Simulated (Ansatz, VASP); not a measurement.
Sc in VASP and in Ansatz

Contents of INCAR:

```
ALGO = Fast
EDIFF = 1E-6
ENCUT = 520
GGA = PS
ISIF = 2
ISMEAR = -1
LASPH = T
LCHARG = F
LREAL = F
LWAVE = F
NBANDS = 12
NELM = 100
PREC = Accurate
SIGMA = 0.05
```

The input KPOINTS:

```
k-points
0
Gamma
  6 6 6
```

Contents of POSCAR:

```
Sc
1.0
   -1.9172054859      1.9172054859      1.7176030000
    1.9172054859     -1.9172054859      1.7176030000
    1.9172054859      1.9172054859     -1.7176030000
Sc
1
Direct
    0.0000000000      0.0000000000      0.0000000000
```

The input input.yaml:

```yaml
crystal:
  lattice:
    - [-1.9172054859, 1.9172054859, 1.717603]
    - [1.9172054859, -1.9172054859, 1.717603]
    - [1.9172054859, 1.9172054859, -1.717603]
  atoms:
    - { symbol: Sc, position: [0.0, 0.0, 0.0] }
hamiltonian:
  xc: pbesol
  pseudopotentials: { kind: paw }
kpoints:
  mp_grid: { grid: [6, 6, 6] }
scf:
  occupations: { method: fermi_dirac, width: 0.05 }
  n_extra_bands: 6
output:
  forces: true
  stress: true
  eigenvalues: true
  dos: { projected: true, de: 0.05, nscf_kmesh: { grid: [9, 9, 9] } }
```

Alike in both runs: functional PBEsol; k mesh 6 × 6 × 6; occupations fermi-dirac, width 0.05 eV; no spin polarisation.

|  | VASP | Ansatz |
| --- | --- | --- |
| version | VASP 6.6.1 | Ansatz 0.2.0 |
| potentials or method | VASP PAW PBE potentials, release 64 (Sc_sv) | Ansatz PAW |
| plane-wave cutoff (eV) | 520 | 420 |
| valence electrons in the cell | 11 | 11 |
| task | single point | projected density of states |

```csv
,VASP,Ansatz,Ansatz less VASP
gap on the k mesh at the Fermi level (eV),none,none,-
pressure (GPa),-2.9,-2.9,+0.04
"traceless stress, the component that is largest in VASP (GPa)",0.40,0.43,+0.027
```

VASP's potentials were made for PBE, not for PBEsol. A gap of «none» marks a metal or a gap that the smearing closes.

The k mesh is coarse, so the values compare programs but aren't converged.
